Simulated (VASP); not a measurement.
# Mg2C3 (C2/m) in VASP: further runs

The runs below take Mg2C3 through single point, with PBEsol.

Everything below comes from runs of VASP 6.6.1. Logs are shortened: lines on timing, memory, paths and dates and some standing lists are left out, and cuts for length are marked.

## (1) The cell of the first run

Symmetry: C2/m, No. 12, monoclinic system. Conventional cell: a = 4.749 Å, b = 4.600 Å, c = 4.929 Å, α = 90.00°, β = 103.70°, γ = 90.00°. Within 2.9 Å of Mg (site symmetry m) lie 9 C at 2.22 to 2.81 Å. C (site symmetry m) has 1 C at 1.32 Å within 1.8 Å. Within 1.8 Å of C (site symmetry 2/m) lie 2 C at 1.32 Å.

## (2) Single point, PBEsol (volume scaled by 0.97, then relaxed in part)

File INCAR:

```
SYSTEM = Mg2C3
PREC = Accurate ; ENCUT = 520
EDIFF = 1E-6 ; ISMEAR = 0
SIGMA = 0.02 ; LREAL = .FALSE.
LASPH = .TRUE. ; NELM = 60
ALGO = Normal ; ISIF = 2
LWAVE = .FALSE. ; LCHARG = .FALSE.
GGA = PS ; NBANDS = 16
```

File KPOINTS:

```
regular mesh
0
G
  8 8 6
  0 0 0
```

File POSCAR:

```
Mg2C3
1.0
    2.3744695990     -2.3000593033      0.0096087455
    2.3744695990      2.3000593033      0.0096087455
   -1.1869240201      0.0000000000      4.7840214085
Mg C
2 3
Direct
    0.8089505524      0.8089505524      0.2006435354
    0.1910494476      0.1910494476      0.7993564646
    0.2991740294      0.2991740294      0.2621074267
    0.7008259706      0.7008259706      0.7378925733
    0.5000000000      0.5000000000      0.5000000000
```

Potentials or basis: VASP PAW PBE potentials, release 64 (Mg, C).

Run with:

```
$ cat potpaw_PBE.64/Mg/POTCAR potpaw_PBE.64/C/POTCAR > POTCAR
$ mpirun -np 1 vasp_std > vasp.out
```

OUTCAR:

```text
SYSTEM = Mg2C3
   PREC = Accurate
   ENCUT = 520
   EDIFF = 1E-6
   ISMEAR = 0
   LREAL = .FALSE.
   LASPH = .TRUE.
   NELM = 60
   ISIF = 2
   GGA = PS

 ion  position               nearest neighbor table
   1  0.809  0.809  0.201-   4 2.22   3 2.28   5 2.31   3 2.32   3 2.32   3 2.51   5 2.77   5 2.77
                             4 2.81   2 2.98   2 3.00   2 3.00   2 3.08   2 3.13
   2  0.191  0.191  0.799-   3 2.22   4 2.28   5 2.31   4 2.32   4 2.32   4 2.51   5 2.77   5 2.77
                             3 2.81   1 2.98   1 3.00   1 3.00   1 3.08   1 3.13
   3  0.299  0.299  0.262-   5 1.32   2 2.22   1 2.28   1 2.32   1 2.32   1 2.51   2 2.81
   4  0.701  0.701  0.738-   5 1.32   1 2.22   2 2.28   2 2.32   2 2.32   2 2.51   1 2.81
   5  0.500  0.500  0.500-   3 1.32   4 1.32   1 2.31   2 2.31   2 2.77   2 2.77   1 2.77   1 2.77

  LATTYP: Found a base centered monoclinic cell.
 ALAT       =     4.7489780815
 B/A-ratio  =     0.9686544195
 C/A-ratio  =     1.0379205038
 COS(beta)  =    -0.2368716539

  Lattice vectors:

 A1 = (   2.3744695990,  -2.3000593033,   0.0096087455)
 A2 = (   2.3744695990,   2.3000593033,   0.0096087455)
 A3 = (  -1.1869240201,   0.0000000000,   4.7840214085)

Analysis of symmetry for initial positions (statically):
=====================================================================
 Subroutine PRICEL returns:
 Original cell was already a primitive cell.

 Routine SETGRP: Setting up the symmetry group for a
 base centered monoclinic supercell.

 Subroutine GETGRP returns: Found  4 space group operations
 (whereof  4 operations were pure point group operations)
 out of a pool of  4 trial point group operations.

The static configuration has the point symmetry C_2h.

Analysis of symmetry for dynamics (positions and initial velocities):
=====================================================================
 Subroutine PRICEL returns:
 Original cell was already a primitive cell.

 Routine SETGRP: Setting up the symmetry group for a
 base centered monoclinic supercell.

 Subroutine GETGRP returns: Found  4 space group operations
 (whereof  4 operations were pure point group operations)
 out of a pool of  4 trial point group operations.

The dynamic configuration has the point symmetry C_2h.

 Subroutine INISYM returns: Found  4 space group operations
 (whereof  4 operations are pure point group operations),
 and found     1 'primitive' translations

----------------------------------------------------------------------------------------

                                     Primitive cell

  volume of cell :      52.3076

  direct lattice vectors                    reciprocal lattice vectors
     2.374469599 -2.300059303  0.009608745     0.210362141 -0.217385699  0.052191212
     2.374469599  2.300059303  0.009608745     0.210362141  0.217385699  0.052191212
    -1.186924020  0.000000000  4.784021409    -0.000845028  0.000000000  0.208819512

  length of vectors
     3.305823801  3.305823801  4.929061723     0.306973444  0.306973444  0.208821222

  position of ions in fractional coordinates (direct lattice)
     0.808950552  0.808950552  0.200643535
     0.191049448  0.191049448  0.799356465
     0.299174029  0.299174029  0.262107427
     0.700825971  0.700825971  0.737892573
     0.500000000  0.500000000  0.500000000

  ion indices of the primitive-cell ions
   primitive index   ion index
                 1           1
                 2           2
                 3           3
                 4           4
                 5           5

----------------------------------------------------------------------------------------

 KPOINTS: regular mesh

Automatic generation of k-mesh.
 Grid dimensions read from file:
 generate k-points for:    8    8    6

 Generating k-lattice:

  Cartesian coordinates                     Fractional coordinates (reciprocal lattice)
     0.026295268 -0.027173212  0.006523902     0.125000000 -0.000000000  0.000000000
     0.026295268  0.027173212  0.006523902    -0.000000000  0.125000000  0.000000000
    -0.000140838  0.000000000  0.034803252    -0.000000000 -0.000000000  0.166666667

  Length of vectors
     0.038371680  0.038371680  0.034803537

  Shift w.r.t. Gamma in fractional coordinates (k-lattice)
     0.000000000  0.000000000  0.000000000

 Subroutine IBZKPT returns following result:
 ===========================================

 Found    114 irreducible k-points:

 Following reciprocal coordinates:
            Coordinates               Weight
  0.000000  0.000000  0.000000      1.000000
  0.125000 -0.000000 -0.000000      4.000000
  0.250000 -0.000000 -0.000000      4.000000
  0.375000  0.000000 -0.000000      4.000000
  0.500000 -0.000000 -0.000000      2.000000
  0.125000  0.125000 -0.000000      2.000000
[... 16 lines left out ...]
  0.125000 -0.000000  0.166667      4.000000
  0.250000 -0.000000  0.166667      4.000000
 [... further k-points ...]
   k-points           NKPTS =    114   k-points in BZ     NKDIM =    114   number of bands    NBANDS=     16
   number of dos      NEDOS =    301   number of ions     NIONS =      5
   total plane-waves  NPLWV =  31360
   dimension x,y,z NGX =    28 NGY =   28 NGZ =   40
   dimension x,y,z NGXF=    56 NGYF=   56 NGZF=   80
   ions per type =               2   3
   NGX,Y,Z   is equivalent  to a cutoff of  14.08, 14.08, 13.49 a.u.
   NGXF,Y,Z  is equivalent  to a cutoff of  28.16, 28.16, 26.98 a.u.
 SYSTEM =  Mg2C3
   PREC   = accura    normal or accurate (medium, high low for compatibility)
   ISTART =      0    job   : 0-new  1-cont  2-samecut
   ICHARG =      2    charge: 1-file 2-atom 10-const
   ISPIN  =      1    spin polarized calculation?
   LNONCOLLINEAR =      F non collinear calculations
   LSORBIT =      F    spin-orbit coupling
   LASPH  =      T    aspherical Exc in radial PAW
   ENCUT  =  520.0 eV  38.22 Ry    6.18 a.u.   6.15  6.15  9.16*2*pi/ulx,y,z
   NELM   =     60;   NELMIN=  2; NELMDL= -5     # of ELM steps
   EDIFF  = 0.1E-05   stopping-criterion for ELM
   LREAL  =      F    real-space projection
   EDIFFG = 0.1E-04   stopping-criterion for IOM
   NSW    =      0    number of steps for IOM
   IBRION =     -1    ionic relax: 0-MD 1-quasi-New 2-CG
   NFREE  =      0    steps in history (QN), initial steepest desc. (CG)
   ISIF   =      2    stress and relaxation
   ISYM   =      2    0-nonsym 1-usesym 2-fastsym
   POTIM  = 0.5000    time-step for ionic-motion
   TEBEG  =    0.0;   TEEND  =   0.0 temperature during run
   PSTRESS=    0.0 pullay stress
   NELECT =      16.0000    total number of electrons
   NUPDOWN=      -1.0000    fix difference up-down
   EMIN   =  10.00;   EMAX   =-10.00  energy-range for DOS
   EFERMI =   0.00;   METHOD = LEGACY
   ISMEAR =     0;   SIGMA  =   0.02  broadening in eV -4-tet -1-fermi 0-gaus
   EFERMI_NEDOS =   21; number of points for ismear=-14 and -15
   IALGO  =     38    algorithm
   IMIX   =      4    mixing-type and parameters
     AMIX     =   0.40;   BMIX     =  1.00
     AMIX_MAG =   1.60;   BMIX_MAG =  1.00
  volume/ion in A,a.u.               =      10.46        70.60
  Fermi-wavevector in a.u.,A,eV,Ry     =   1.103045  2.084453 16.554327  1.216709
  Thomas-Fermi vector in A             =   2.239497
   LORBIT       =      0    0 simple, 1 ext, 2 COOP (PROOUT), +10 PAW based schemes
   GGA     = PS    functional components
   LHFCALC =     F    Hartree Fock is set to
   AEXX    =    0.0000 exact exchange contribution
   IVDW    =     0    specifies the selected vdW correction
   LEPSILON=     F    determine dielectric tensor
   LRPA    =     F    only Hartree local field effects (RPA)
 non-spin polarized calculation
 Gauss-broadening in eV      SIGMA  =   0.02
  energy-cutoff  :      520.00
  volume of cell :       52.31
 maximum number of plane-waves:      1434
 NGX is ok and might be reduce to    28
   NGX = 13   NGY = 13   NGZ = 19

 number of electron      15.9999999 magnetization

 Free energy of the ion-electron system (eV)
  ---------------------------------------------------
  ext. energy  EPLUGINS =         0.00000000
  ---------------------------------------------------
  free energy    TOTEN  =       -31.32765731 eV

  energy without entropy =      -31.32765731  energy(sigma->0) =      -31.32765731

 E-fermi :   4.9093     XC(G=0): -10.7373

 val. band max:        4.8231250986   @ k =   0.0000   0.0000   0.5000
 cond. band min:       6.5279245381   @ k =   0.5000   0.5000  -0.0000
 fundamental gap:      1.7047994395
 Fermi energy:         4.9092521245

 k-point     1 :       0.0000    0.0000    0.0000
  band No.  band energies     occupation
      1     -11.3375      2.00000
      2      -7.2936      2.00000
      3      -2.7153      2.00000
      4       0.6886      2.00000
      5       1.4692      2.00000
      6       1.9124      2.00000
[... 8 lines left out ...]
     15      14.4143      0.00000
     16      15.5004      0.00000

 k-point     2 :       0.1250   -0.0000   -0.0000
  band No.  band energies     occupation
      1     -11.2455      2.00000
      2      -7.2791      2.00000
      3      -2.5860      2.00000
      4       0.3026      2.00000
      5       1.1782      2.00000
      6       1.7924      2.00000
[... 8 lines left out ...]
     15      14.0682      0.00000
     16      15.5483      0.00000

 k-point     3 :       0.2500   -0.0000   -0.0000
  band No.  band energies     occupation
      1     -11.0038      2.00000
      2      -7.2610      2.00000
      3      -2.2861      2.00000
      4      -0.6170      2.00000
      5       0.9695      2.00000
      6       1.6478      2.00000
[... 8 lines left out ...]
     15      13.9334      0.00000
     16      15.5877      0.00000
[... 362 lines left out ...]
 k-point    23 :       0.1250   -0.0000    0.1667
  band No.  band energies     occupation
      1     -11.1933      2.00000
      2      -7.4775      2.00000
      3      -2.1438      2.00000
      4       0.0593      2.00000
      5       1.0821      2.00000
      6       1.4851      2.00000
[... 8 lines left out ...]
     15      14.0316      0.00000
     16      15.9483      0.00000

 k-point    24 :       0.2500   -0.0000    0.1667
  band No.  band energies     occupation
      1     -10.9508      2.00000
      2      -7.4416      2.00000
      3      -1.6454      2.00000
      4      -1.0443      2.00000
      5       0.6206      2.00000
      6       1.4242      2.00000
[... 8 lines left out ...]
     15      14.5995      0.00000
     16      15.3556      0.00000

 [... further k-points ...]
[... 5 lines left out ...]
  --------------------------------------------------------------------------------------
  -------------------------------------------------------------------------------------
  Total        1.1658644      1.1267100      1.2502187      0.0000000      0.0000000      0.0993994
  in kB       35.7103455     34.5110504     38.2941113      0.0000000      0.0000000      3.0445954
  external PRESSURE =      36.1718357 kB  Pullay stress =       0.0000000 kB

 VOLUME and BASIS-vectors are now :
 -----------------------------------------------------------------------------
  energy-cutoff  :      520.00
  volume of cell :       52.31
      direct lattice vectors                 reciprocal lattice vectors
     2.374469599 -2.300059303  0.009608745     0.210362141 -0.217385699  0.052191212
     2.374469599  2.300059303  0.009608745     0.210362141  0.217385699  0.052191212
    -1.186924020  0.000000000  4.784021409    -0.000845028  0.000000000  0.208819512

 POSITION                                       TOTAL-FORCE (eV/Angst)
 -----------------------------------------------------------------------------------
      3.60351      0.00000      0.97543        -0.003409     -0.000000     -0.002234
     -0.04149      0.00000      3.82781         0.003409     -0.000000      0.002234
      1.10966      0.00000      1.25968        -0.036908     -0.000000     -0.049726
      2.45236      0.00000      3.54356         0.036908     -0.000000      0.049726
      1.78101      0.00000      2.40162         0.000000      0.000000      0.000000
 -----------------------------------------------------------------------------------
    total drift:                               -0.000000      0.000000      0.000000

  FREE ENERGIE OF THE ION-ELECTRON SYSTEM (eV)
  ---------------------------------------------------
  free  energy   TOTEN  =       -31.3276573089 eV

  energy  without entropy=      -31.3276573089  energy(sigma->0) =      -31.32765731
```

Wall time 1.7 min (1 thread of Intel Xeon 6975P-C, shared host); peak memory 0.24 GiB.

Results:

* Free energy: -31.3277 eV
* Pressure: 3.6 GPa
* Largest force: 0.062 eV/Å
* Band gap on the k mesh: 1.70 eV, indirect (least direct gap 2.47 eV)

Forces on the atoms (eV/Å):
```
Mg  -0.003  0.000 -0.002
Mg   0.003  0.000  0.002
C   -0.037  0.000 -0.050
C    0.037  0.000  0.050
C    0.000  0.000  0.000
```

Caveat: the PAW data sets were made with another functional, which shifts forces and pressure a little. A k mesh can miss the band edges.

## (3) Single point, PBEsol (volume scaled by 1.03, then relaxed in part)

File INCAR:

```
SYSTEM = Mg2C3
PREC = Accurate
ENCUT = 520
EDIFF = 1E-6
ISMEAR = 0
SIGMA = 0.02
LREAL = .False.
LASPH = .True.
NELM = 100
ALGO = Normal
ISIF = 2
LWAVE = .False.
LCHARG = .True.
GGA = PS
LELF = .True.
LVHAR = .True.
NBANDS = 16
```

File KPOINTS:

```
Automatic mesh
0
Gamma
  8 8 6
  0 0 0
```

File POSCAR:

```
Mg2C3
1.0
    2.4221397342     -2.3538495195     -0.0036103523
    2.4221397342      2.3538495195     -0.0036103523
   -1.2377427025      0.0000000000      4.8728902728
Mg C
2 3
Direct
    0.8096089920      0.8096089920      0.1985392608
    0.1903910080      0.1903910080      0.8014607392
    0.3014661646      0.3014661646      0.2634723852
    0.6985338354      0.6985338354      0.7365276148
    0.5000000000      0.5000000000      0.5000000000
```

Potentials or basis: VASP PAW PBE potentials, release 64 (Mg, C).

Run with:

```
$ cat potpaw_PBE.64/Mg/POTCAR potpaw_PBE.64/C/POTCAR > POTCAR
$ mpirun -np 1 vasp_std > vasp.out
```

It took 2.2 min on 1 thread of Intel Xeon 6975P-C, shared host; peak memory 0.24 GiB.

It converged, with:

| Item | Value |
| --- | --- |
| Free energy | -31.3271 eV |
| Pressure | -3.1 GPa |
| Largest force | 0.077 eV/Å |
| Band gap on the k mesh | 1.67 eV, indirect (least direct gap 2.33 eV) |

Forces in eV/Å, atoms in the order of the input:
```
Mg   0.002  0.000 -0.010
Mg  -0.002  0.000  0.010
C   -0.037  0.000 -0.068
C    0.037  0.000  0.068
C    0.000  0.000  0.000
```

Stress tensor (GPa, compression positive):
```
-3.23  0.00  0.28
 0.00 -3.32  0.00
 0.28  0.00 -2.84
```

Levels at points of the mesh, in eV from the valence-band top:
```csv
k point,band 6,band 7,band 8,band 9,band 10,band 11
"(0.00, 0.00, 0.00)",-2.96,-1.48,-0.70,3.20,3.46,4.08
"(0.50, 0.00, 0.00)",-3.20,-3.13,-0.15,2.96,4.55,6.05
"(0.50, 0.50, 0.00)",-3.72,-2.39,-1.17,1.67,1.88,3.04
"(0.00, 0.00, 0.50)",-3.55,-0.98,0.00,3.14,3.44,3.90
"(0.50, 0.00, 0.50)",-3.15,-1.31,-0.23,2.10,3.83,5.62
"(0.50, 0.50, 0.50)",-3.93,-2.93,-2.05,2.03,3.32,5.46
```

Caveat: the PAW data sets were made with another functional, which shifts forces and pressure a little.

## (4) Single point, PBEsol (volume scaled by 1.06, then relaxed in part)

File INCAR:

```
SYSTEM = Mg2C3
  PREC = Accurate
  ENCUT = 520
  EDIFF = 1E-7
  ISMEAR = 0
  SIGMA = 0.02
  LREAL = .FALSE.
  LASPH = .TRUE.
  NELM = 60
  ALGO = Normal
  ISIF = 2
  LWAVE = .FALSE.
  LCHARG = .FALSE.
  GGA = PS
  NBANDS = 16
```

File KPOINTS:

```
regular mesh
0
G
  8 8 6
  0 0 0
```

File POSCAR:

```
Mg2C3
1.0
    2.4433876517     -2.3798607547     -0.0126649945
    2.4433876517      2.3798607547     -0.0126649945
   -1.2667443098      0.0000000000      4.9215802438
Mg C
2 3
Direct
    0.8102539747      0.8102539747      0.1969777131
    0.1897460253      0.1897460253      0.8030222869
    0.3030496404      0.3030496404      0.2636586258
    0.6969503596      0.6969503596      0.7363413742
    0.5000000000      0.5000000000      0.5000000000
```

Run with:

```
$ cat potpaw_PBE.64/Mg/POTCAR potpaw_PBE.64/C/POTCAR > POTCAR
$ mpirun -np 1 vasp_std > vasp.out
```

It used 93 s of CPU time on 1 thread of Intel Xeon 6975P-C (shared host).

The run converged. Its results:

| Property | Result |
| --- | --- |
| Free energy | -31.2809 eV |
| Pressure | -5.8 GPa |
| Largest force | 0.069 eV/Å |
| Band gap on the k mesh | 1.60 eV, indirect (least direct gap 2.25 eV) |

Forces in eV/Å, atoms in the order of the input:
```
Mg  -0.001  0.000 -0.010
Mg   0.001  0.000  0.010
C   -0.032  0.000 -0.061
C    0.032  0.000  0.061
C    0.000  0.000  0.000
```

Stress tensor (GPa, compression positive):
```
-5.89  0.00  0.26
 0.00 -5.97  0.00
 0.26  0.00 -5.47
```

Levels at points of the mesh, in eV from the valence-band top:
```
           k point  band 4  band 5  band 6  band 7  band 8  band 9  band 10  band 11  band 12  band 13
(0.00, 0.00, 0.00)   -4.10   -3.40   -3.00   -1.46   -0.70    2.92     3.36     4.08     7.03     7.42
(0.50, 0.00, 0.00)   -5.15   -4.73   -3.23   -3.12   -0.15    2.98     4.43     5.81     6.15     7.47
(0.50, 0.50, 0.00)   -5.72   -5.34   -3.74   -2.40   -1.17    1.62     1.73     2.94     5.37     9.12
(0.00, 0.00, 0.50)   -4.35   -3.81   -3.57   -0.99    0.00    3.12     3.44     3.61     5.59     6.63
(0.50, 0.00, 0.50)   -6.32   -4.06   -3.18   -1.35   -0.23    2.01     3.81     5.43     6.19     6.83
(0.50, 0.50, 0.50)   -5.78   -5.09   -3.94   -2.91   -2.03    1.97     3.10     5.36     5.99     7.30
```

Caveat: the PAW data sets were made with another functional, which shifts forces and pressure a little. A k mesh can miss the band edges.

## (5) Overview

```tsv
cell	gap on the mesh (eV)	pressure (GPa)	largest force (eV/Å)
a = 3.306, b = 3.306, c = 4.929 Å, angles 99.8, 99.8, 88.2°, 5 atoms	1.70	3.6	0.06
a = 3.377, b = 3.377, c = 5.028 Å, angles 100.2, 100.2, 88.4°, 5 atoms	1.67	-3.1	0.08
a = 3.411, b = 3.411, c = 5.082 Å, angles 100.5, 100.5, 88.5°, 5 atoms	1.60	-5.8	0.07
```

Alike in all rows: task single point; level PBEsol; potentials or basis VASP PAW PBE potentials, release 64 (Mg, C); no spin polarisation; k mesh 8 × 8 × 6; cutoff (eV) 520; smearing gaussian 0.02 eV.

Caveats: the PAW data sets were made with another functional, which shifts forces and pressure a little.

Total energies depend on the potentials used, so only differences within one code and one set of settings carry meaning.
